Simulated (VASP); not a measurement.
A run of VASP 6.6.1:

Contents of POSCAR:

```
AlNi3
1.0
    0.0000000000      3.0120304117      2.8018887551
    2.5917470985      0.0000000000      2.8018887551
    2.5917470985      3.0120304117      0.0000000000
Al Ni
1 3
Direct
    0.5000000000      0.5000000000      0.5000000000
    0.2500000000      0.2500000000      0.2500000000
    0.0000000000      0.0000000000      0.0000000000
    0.7500000000      0.7500000000      0.7500000000
```

Contents of INCAR.step1:

```
PREC = Accurate
ENCUT = 520
ISMEAR = 0
SIGMA = 0.15
LREAL = False
LASPH = True
NELM = 100
NBANDS = 24
GGA = PE
ALGO = Normal
EDIFF = 1E-4
LWAVE = True
LCHARG = False
```

The input INCAR.step2:

```
PREC = Accurate
ENCUT = 520
EDIFF = 1E-6
ISMEAR = 0
SIGMA = 0.15
LREAL = False
LASPH = True
NELM = 100
ALGO = Normal
ISIF = 2
LWAVE = False
LCHARG = False
METAGGA = R2SCAN
LMIXTAU = True
NBANDS = 24
ISTART = 1
```

KPOINTS

```
Automatic mesh
0
Gamma
  14 14 14
```

Potentials or basis: VASP PAW PBE potentials, release 64 (Al, Ni).

The run is started by

```console
$ cat potpaw_PBE.64/Al/POTCAR potpaw_PBE.64/Ni/POTCAR > POTCAR
$ cp INCAR.step1 INCAR
$ mpirun -np 1 vasp_std > vasp.out
$ cp INCAR.step2 INCAR
$ mpirun -np 1 vasp_std > vasp.out
```

Hardware: 1 thread of Intel(R) Xeon(R) 6975P-C (Granite Rapids), on a shared host.

**Question.** Estimate the wall time of this run.

**Answer.** Wall time 13 min on 1 thread of Intel(R) Xeon(R) 6975P-C (Granite Rapids) (shared host), peak memory 0.46 GiB. Counts: k points 428.
